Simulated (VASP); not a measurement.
Runs of VASP 6.6.1 on Mg3ZrN. The structure is that of space group P6mm (No. 183), or close to it. The cells are those of the table. 

```tsv
task	cell	k mesh	cutoff (eV)	gap on the mesh (eV)	pressure (GPa)	relaxed volume (Å³/atom)	largest force (eV/Å)
relaxation of cell and atoms	relaxed from a = 4.990, b = 4.990, c = 7.019 Å, angles 90.0, 90.0, 120.0°, 5 atoms	6 × 6 × 4	600	none	0.0	30.56	0.04
single point	a = 5.037, b = 5.037, c = 6.995 Å, angles 90.0, 90.0, 120.0°, 5 atoms	12 × 12 × 6	520	none	0.0	-	0.15
single point	a = 5.037, b = 5.037, c = 6.989 Å, angles 90.0, 90.0, 120.0°, 5 atoms	6 × 6 × 4	520	none	0.0	-	(a)
single point	a = 4.990, b = 4.990, c = 7.019 Å, angles 90.0, 90.0, 120.0°, 5 atoms	6 × 6 × 2	520	none	0.3	-	(b)
relaxation of cell and atoms	relaxed from a = 5.037, b = 5.037, c = 6.989 Å, angles 90.0, 90.0, 120.0°, 5 atoms	12 × 12 × 6	600	none	0.0	30.68	-
```

Alike in all rows: level PBE; potentials or basis VASP PAW PBE potentials, release 64 (Mg, Zr_sv, N); no spin polarisation; smearing gaussian 0.1 eV.

Q: Estimate the missing entries.

A: (a) 0.18; (b) 0.13.

Caveats: some runs use coarse meshes.

A k mesh can miss the band edges, and the runs leave out spin-orbit coupling on Zr.

A gap of «none» marks levels without a gap at the run's occupations.
